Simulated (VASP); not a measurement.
# C (Fd-3m) in VASP: settings compared

The runs below take C through single point, with BLYP, r2SCAN, PBEsol.

Program: VASP 6.6.1. These are calculated values, not measurements. Logs are shortened: lines on timing, memory, paths and dates and some standing lists are left out, and cuts for length are marked.

**1. The cell of the first run**

The structure is cubic, space group Fd-3m (No. 227). Conventional cell: a = 3.567 Å, b = 3.567 Å, c = 3.567 Å, α = 90.00°, β = 90.00°, γ = 90.00°. Within 2.1 Å of C (site symmetry -43m) lie 4 C at 1.54 Å.

**2. Single point, BLYP**

File INCAR:

```
AGGAC = 1.0 ; AGGAX = 1.0
ALDAC = 0.0 ; ALDAX = 1.0
ALGO = Normal ; EDIFF = 1E-6
ENCUT = 520 ; GGA = B5
ISIF = 2 ; ISMEAR = -1
LASPH = True ; LCHARG = False
LREAL = False ; LWAVE = False
NBANDS = 11 ; NELM = 60
PREC = Accurate ; SIGMA = 0.05
```

File KPOINTS:

```
k-points
0
Gamma
  7 7 7
```

File POSCAR:

```
C
1.0
    0.0000000000      1.7833700000      1.7833700000
    1.7833700000      0.0000000000      1.7833700000
    1.7833700000      1.7833700000      0.0000000000
C
2
Direct
    0.7500000000      0.7500000000      0.7500000000
    0.5000000000      0.5000000000      0.5000000000
```

Potentials or basis: VASP PAW PBE potentials, release 64 (C).

On the command line:

```
> cat potpaw_PBE.64/C/POTCAR > POTCAR
> mpirun -np 1 vasp_std > vasp.out
```

OUTCAR:

```text
EDIFF = 1E-6
   ENCUT = 520
   GGA = B5
   ISIF = 2
   ISMEAR = -1
   LASPH = True
   LREAL = False
   NELM = 60
   PREC = Accurate

 ion  position               nearest neighbor table
   1  0.750  0.750  0.750-   2 1.54   2 1.54   2 1.54   2 1.54
   2  0.500  0.500  0.500-   1 1.54   1 1.54   1 1.54   1 1.54

  LATTYP: Found a face centered cubic cell.
 ALAT       =     3.5667400000

  Lattice vectors:

 A1 = (   0.0000000000,   1.7833700000,   1.7833700000)
 A2 = (   1.7833700000,   0.0000000000,   1.7833700000)
 A3 = (   1.7833700000,   1.7833700000,   0.0000000000)

Analysis of symmetry for initial positions (statically):
=====================================================================
 Subroutine PRICEL returns:
 Original cell was already a primitive cell.

 Routine SETGRP: Setting up the symmetry group for a
 face centered cubic supercell.

 Subroutine GETGRP returns: Found 48 space group operations
 (whereof 24 operations were pure point group operations)
 out of a pool of 48 trial point group operations.

The static configuration has the point symmetry T_d .
 The point group associated with its full space group is O_h .

Analysis of symmetry for dynamics (positions and initial velocities):
=====================================================================
 Subroutine PRICEL returns:
 Original cell was already a primitive cell.

 Routine SETGRP: Setting up the symmetry group for a
 face centered cubic supercell.

 Subroutine GETGRP returns: Found 48 space group operations
 (whereof 24 operations were pure point group operations)
 out of a pool of 48 trial point group operations.

The dynamic configuration has the point symmetry T_d .
 The point group associated with its full space group is O_h .

 Subroutine INISYM returns: Found 48 space group operations
 (whereof 24 operations are pure point group operations),
 and found     1 'primitive' translations

----------------------------------------------------------------------------------------

                                     Primitive cell

  volume of cell :      11.3437

  direct lattice vectors                    reciprocal lattice vectors
     0.000000000  1.783370000  1.783370000    -0.280368067  0.280368067  0.280368067
     1.783370000  0.000000000  1.783370000     0.280368067 -0.280368067  0.280368067
     1.783370000  1.783370000  0.000000000     0.280368067  0.280368067 -0.280368067

  length of vectors
     2.522066041  2.522066041  2.522066041     0.485611737  0.485611737  0.485611737

  position of ions in fractional coordinates (direct lattice)
     0.750000000  0.750000000  0.750000000
     0.500000000  0.500000000  0.500000000

  ion indices of the primitive-cell ions
   primitive index   ion index
                 1           1
                 2           2

----------------------------------------------------------------------------------------

 KPOINTS: k-points

Automatic generation of k-mesh.
 Grid dimensions read from file:
 generate k-points for:    7    7    7

 Generating k-lattice:

  Cartesian coordinates                     Fractional coordinates (reciprocal lattice)
    -0.040052581  0.040052581  0.040052581     0.142857143  0.000000000  0.000000000
     0.040052581 -0.040052581  0.040052581     0.000000000  0.142857143  0.000000000
     0.040052581  0.040052581 -0.040052581     0.000000000  0.000000000  0.142857143

  Length of vectors
     0.069373105  0.069373105  0.069373105

  Shift w.r.t. Gamma in fractional coordinates (k-lattice)
     0.000000000  0.000000000  0.000000000

 Subroutine IBZKPT returns following result:
 ===========================================

 Found     20 irreducible k-points:

 Following reciprocal coordinates:
            Coordinates               Weight
  0.000000  0.000000  0.000000      1.000000
  0.142857  0.000000  0.000000      8.000000
  0.285714  0.000000  0.000000      8.000000
  0.428571  0.000000  0.000000      8.000000
  0.142857  0.142857  0.000000      6.000000
  0.285714  0.142857  0.000000     24.000000
[... 12 lines left out ...]
 -0.428571  0.428571  0.142857     24.000000
 -0.285714  0.428571  0.142857     24.000000
   k-points           NKPTS =     20   k-points in BZ     NKDIM =     20   number of bands    NBANDS=     11
   number of dos      NEDOS =    301   number of ions     NIONS =      2
   total plane-waves  NPLWV =   8000
   dimension x,y,z NGX =    20 NGY =   20 NGZ =   20
   dimension x,y,z NGXF=    40 NGYF=   40 NGZF=   40
   ions per type =               2
   NGX,Y,Z   is equivalent  to a cutoff of  13.18, 13.18, 13.18 a.u.
   NGXF,Y,Z  is equivalent  to a cutoff of  26.37, 26.37, 26.37 a.u.
 SYSTEM =  unknown system
   PREC   = accura    normal or accurate (medium, high low for compatibility)
   ISTART =      0    job   : 0-new  1-cont  2-samecut
   ICHARG =      2    charge: 1-file 2-atom 10-const
   ISPIN  =      1    spin polarized calculation?
   LNONCOLLINEAR =      F non collinear calculations
   LSORBIT =      F    spin-orbit coupling
   LASPH  =      T    aspherical Exc in radial PAW
   ENCUT  =  520.0 eV  38.22 Ry    6.18 a.u.   4.69  4.69  4.69*2*pi/ulx,y,z
   NELM   =     60;   NELMIN=  2; NELMDL= -5     # of ELM steps
   EDIFF  = 0.1E-05   stopping-criterion for ELM
   LREAL  =      F    real-space projection
   EDIFFG = 0.1E-04   stopping-criterion for IOM
   NSW    =      0    number of steps for IOM
   IBRION =     -1    ionic relax: 0-MD 1-quasi-New 2-CG
   NFREE  =      0    steps in history (QN), initial steepest desc. (CG)
   ISIF   =      2    stress and relaxation
   ISYM   =      2    0-nonsym 1-usesym 2-fastsym
   POTIM  = 0.5000    time-step for ionic-motion
   TEBEG  =    0.0;   TEEND  =   0.0 temperature during run
   PSTRESS=    0.0 pullay stress
   NELECT =       8.0000    total number of electrons
   NUPDOWN=      -1.0000    fix difference up-down
   EMIN   =  10.00;   EMAX   =-10.00  energy-range for DOS
   EFERMI =   0.00;   METHOD = LEGACY
   ISMEAR =    -1;   SIGMA  =   0.05  broadening in eV -4-tet -1-fermi 0-gaus
   EFERMI_NEDOS =   21; number of points for ismear=-14 and -15
   IALGO  =     38    algorithm
   IMIX   =      4    mixing-type and parameters
     AMIX     =   0.40;   BMIX     =  1.00
     AMIX_MAG =   1.60;   BMIX_MAG =  1.00
  volume/ion in A,a.u.               =       5.67        38.28
  Fermi-wavevector in a.u.,A,eV,Ry     =   1.457203  2.753714 28.891161  2.123440
  Thomas-Fermi vector in A             =   2.574032
   LORBIT       =      0    0 simple, 1 ext, 2 COOP (PROOUT), +10 PAW based schemes
   GGA     = B5    functional components
   LHFCALC =     F    Hartree Fock is set to
   AEXX    =    0.0000 exact exchange contribution
   IVDW    =     0    specifies the selected vdW correction
   LEPSILON=     F    determine dielectric tensor
   LRPA    =     F    only Hartree local field effects (RPA)
 non-spin polarized calculation
  energy-cutoff  :      520.00
  volume of cell :       11.34
 maximum number of plane-waves:       314
   NGX =  9   NGY =  9   NGZ =  9

 number of electron       7.9999999 magnetization

 Free energy of the ion-electron system (eV)
  ---------------------------------------------------
  ext. energy  EPLUGINS =         0.00000000
  ---------------------------------------------------
  free energy    TOTEN  =       -16.71581990 eV

  energy without entropy =      -16.71581990  energy(sigma->0) =      -16.71581990

 E-fermi :  11.0877     XC(G=0): -12.5446

 val. band max:       10.0149457486   @ k =   0.0000   0.0000   0.0000
 cond. band min:      14.5788273549   @ k =   0.2857   0.2857   0.0000
 fundamental gap:      4.5638816063
 Fermi energy:        11.0876509846

 k-point     1 :       0.0000    0.0000    0.0000
  band No.  band energies     occupation
      1     -11.1771      2.00000
      2      10.0149      2.00000
      3      10.0149      2.00000
      4      10.0149      2.00000
      5      15.7576      0.00000
      6      15.7576      0.00000
      7      15.7576      0.00000
      8      23.4536      0.00000
      9      29.8236      0.00000
     10      36.9385      0.00000
     11      36.9385      0.00000

 k-point     2 :       0.1429    0.0000    0.0000
  band No.  band energies     occupation
      1     -10.6175      2.00000
      2       7.1248      2.00000
      3       9.2309      2.00000
      4       9.2309      2.00000
      5      16.7963      0.00000
      6      16.7963      0.00000
      7      17.2502      0.00000
      8      23.9196      0.00000
      9      30.5713      0.00000
     10      33.6389      0.00000
     11      33.6389      0.00000

 k-point     3 :       0.2857    0.0000    0.0000
  band No.  band energies     occupation
      1      -8.9646      2.00000
      2       2.3832      2.00000
      3       8.0453      2.00000
      4       8.0453      2.00000
      5      18.1959      0.00000
      6      18.1959      0.00000
      7      18.5352      0.00000
      8      25.0539      0.00000
      9      31.2218      0.00000
     10      33.0544      0.00000
     11      33.0544      0.00000

 k-point     4 :       0.4286    0.0000    0.0000
  band No.  band energies     occupation
      1      -6.4043      2.00000
      2      -1.9411      2.00000
      3       7.3563      2.00000
      4       7.3563      2.00000
      5      18.6322      0.00000
      6      18.6322      0.00000
      7      18.9979      0.00000
      8      25.8611      0.00000
      9      31.8461      0.00000
     10      34.8566      0.00000
     11      35.4618      0.00000
[... 183 lines left out ...]
 k-point    18 :      -0.4286    0.2857    0.1429
  band No.  band energies     occupation
      1      -5.0481      2.00000
      2      -0.7912      2.00000
      3       3.1746      2.00000
      4       5.1678      2.00000
      5      18.6458      0.00000
      6      19.9111      0.00000
      7      23.0524      0.00000
      8      24.3386      0.00000
      9      29.1686      0.00000
     10      33.2809      0.00000
     11      36.9847      0.00000

 k-point    19 :      -0.4286    0.4286    0.1429
  band No.  band energies     occupation
      1      -4.1238      2.00000
      2      -0.2289      2.00000
      3       2.6345      2.00000
      4       3.2895      2.00000
      5      17.2910      0.00000
      6      18.5548      0.00000
      7      23.7782      0.00000
      8      25.7122      0.00000
      9      31.4415      0.00000
     10      32.5517      0.00000
     11      40.2476      0.00000

 k-point    20 :      -0.2857    0.4286    0.1429
  band No.  band energies     occupation
      1      -2.8277      2.00000
      2      -1.1626      2.00000
      3       1.1114      2.00000
      4       3.5895      2.00000
      5      18.4506      0.00000
      6      21.9903      0.00000
      7      22.8684      0.00000
      8      23.7468      0.00000
      9      29.4401      0.00000
     10      32.9816      0.00000
     11      38.1597      0.00000

------------------------ aborting loop because EDIFF is reached ----------------------------------------

  FORCE on cell =-STRESS in cart. coord.  units (eV):
  Direction    XX          YY          ZZ          XY          YZ          ZX
  --------------------------------------------------------------------------------------
  -------------------------------------------------------------------------------------
  Total        0.8328223      0.8328223      0.8328223      0.0000000     -0.0000000      0.0000000
  in kB      117.6274205    117.6274205    117.6274205      0.0000000     -0.0000000      0.0000000
  external PRESSURE =     117.6274205 kB  Pullay stress =       0.0000000 kB

 VOLUME and BASIS-vectors are now :
 -----------------------------------------------------------------------------
  energy-cutoff  :      520.00
  volume of cell :       11.34
      direct lattice vectors                 reciprocal lattice vectors
     0.000000000  1.783370000  1.783370000    -0.280368067  0.280368067  0.280368067
     1.783370000  0.000000000  1.783370000     0.280368067 -0.280368067  0.280368067
     1.783370000  1.783370000  0.000000000     0.280368067  0.280368067 -0.280368067

 POSITION                                       TOTAL-FORCE (eV/Angst)
 -----------------------------------------------------------------------------------
      2.67505      2.67505      2.67505        -0.000000      0.000000      0.000000
      1.78337      1.78337      1.78337         0.000000     -0.000000     -0.000000
 -----------------------------------------------------------------------------------
    total drift:                               -0.000000     -0.000000     -0.000000

  FREE ENERGIE OF THE ION-ELECTRON SYSTEM (eV)
  ---------------------------------------------------
  free  energy   TOTEN  =       -16.7158199043 eV

  energy  without entropy=      -16.7158199043  energy(sigma->0) =      -16.71581990
```

It took 5.5 s on 1 thread of Intel Xeon Platinum 8259CL at 2.50GHz (Skylake/Cascade Lake), shared host; peak memory 0.11 GiB.

What came out:

```
Free energy            : -16.7158 eV
Pressure               : 11.8 GPa
Band gap on the k mesh : 4.56 eV, indirect (least direct gap 5.74 eV)
```

Levels at points of the mesh, in eV from the valence-band top:
```tsv
k point	band 1	band 2	band 3	band 4	band 5	band 6	band 7	band 8
(0.00, 0.00, 0.00)	-21.19	0.00	0.00	0.00	5.74	5.74	5.74	13.44
```

Caveat: the k points lie up to 0.44 Å⁻¹ apart; the PAW data sets were made with another functional, which shifts forces and pressure a little. As with any semilocal functional, this BLYP gap is likely too small.

**3. Single point, r2SCAN**

POSCAR is that of step 2.

File INCAR.step1:

```
SYSTEM = C
PREC = Accurate ; ENCUT = 520
ISMEAR = -1 ; SIGMA = 0.05
LREAL = .FALSE. ; LASPH = .TRUE.
NELM = 80 ; NBANDS = 11
GGA = PE ; ALGO = Normal
EDIFF = 1E-4 ; LWAVE = .TRUE.
LCHARG = .FALSE.
```

File INCAR.step2:

```
SYSTEM = C
PREC = Accurate ; ENCUT = 520
EDIFF = 1E-6 ; ISMEAR = -1
SIGMA = 0.05 ; LREAL = .FALSE.
LASPH = .TRUE. ; NELM = 80
ALGO = Normal ; ISIF = 2
LWAVE = .FALSE. ; LCHARG = .FALSE.
METAGGA = R2SCAN ; LMIXTAU = .TRUE.
NBANDS = 11 ; ISTART = 1
```

File KPOINTS:

```
regular mesh
0
G
  7 7 7
  0 0 0
```

Potentials or basis: VASP PAW PBE potentials, release 64 (C).

On the command line:

```
> cat potpaw_PBE.64/C/POTCAR > POTCAR
> cp INCAR.step1 INCAR
> mpirun -np 1 vasp_std > vasp.out
> cp INCAR.step2 INCAR
> mpirun -np 1 vasp_std > vasp.out
```

Run time: 11 s. Hardware: 1 thread of Intel Xeon Platinum 8259CL at 2.50GHz (Skylake/Cascade Lake), shared host; peak memory 0.12 GiB.

The run converged. Its results:

```
Free energy            : -19.6543 eV
Pressure               : -1.3 GPa
Band gap on the k mesh : 4.47 eV, indirect (least direct gap 5.84 eV)
```

Levels at points of the mesh, in eV from the valence-band top:
| k point | band 2 | band 3 | band 4 | band 5 | band 6 | band 7 |
| --- | --- | --- | --- | --- | --- | --- |
| (0.00, 0.00, 0.00) | 0.00 | 0.00 | 0.00 | 5.84 | 5.84 | 5.84 |

Caveat: the k points lie up to 0.44 Å⁻¹ apart; the PAW data sets were made with another functional, which shifts forces and pressure a little. A k mesh can miss the band edges.

**4. Single point, PBEsol**

This run uses another cell than the first one, of 5.49 Å³/atom, 0.968 times its volume.

File INCAR:

```
PREC = Accurate
ENCUT = 520
EDIFF = 1E-7
ISMEAR = -1
SIGMA = 0.05
LREAL = F
LASPH = T
NELM = 100
ALGO = Normal
ISIF = 2
LWAVE = F
LCHARG = F
GGA = PS
NBANDS = 11
```

File KPOINTS:

```
regular mesh
0
Gamma
  13 13 13
```

File POSCAR:

```
C
1.0
    0.0000000000      1.7642951235      1.7642951235
    1.7642951235      0.0000000000      1.7642951235
    1.7642951235      1.7642951235      0.0000000000
C
2
Direct
    0.7500000000      0.7500000000      0.7500000000
    0.5000000000      0.5000000000      0.5000000000
```

On the command line:

```
> cat potpaw_PBE.64/C/POTCAR > POTCAR
> mpirun -np 1 vasp_std > vasp.out
```

Wall time 8 s (1 thread of Intel Xeon Platinum 8259CL at 2.50GHz (Skylake/Cascade Lake), shared host); peak memory 0.12 GiB.

The run converged. Its results:

* Free energy: -19.2404 eV
* Pressure: 11.2 GPa
* Band gap on the k mesh: 4.08 eV, indirect (least direct gap 5.63 eV)

Levels at points of the mesh, in eV from the valence-band top:
```tsv
k point	band 1	band 2	band 3	band 4	band 5	band 6	band 7	band 8
(0.00, 0.00, 0.00)	-21.96	0.00	0.00	0.00	5.63	5.63	5.63	14.11
```

Caveat: the PAW data sets were made with another functional, which shifts forces and pressure a little. A k mesh can miss the band edges.

**5. Summary**

```csv
level,cell,k mesh,gap on the mesh (eV),pressure (GPa)
BLYP,"a = 2.522 Å, angles 60.0°, 2 atoms",7 × 7 × 7,4.56,11.8
r2SCAN,"a = 2.522 Å, angles 60.0°, 2 atoms",7 × 7 × 7,4.47,-1.3
PBEsol,"a = 2.495 Å, angles 60.0°, 2 atoms",13 × 13 × 13,4.08,11.2
```

Alike in all rows: task single point; potentials or basis VASP PAW PBE potentials, release 64 (C); no spin polarisation; cutoff (eV) 520; smearing fermi-dirac 0.05 eV.

Caveats: some runs use coarse meshes; the PAW data sets were made with another functional, which shifts forces and pressure a little.

Total energies depend on the potentials used, so only differences within one code and one set of settings carry meaning.
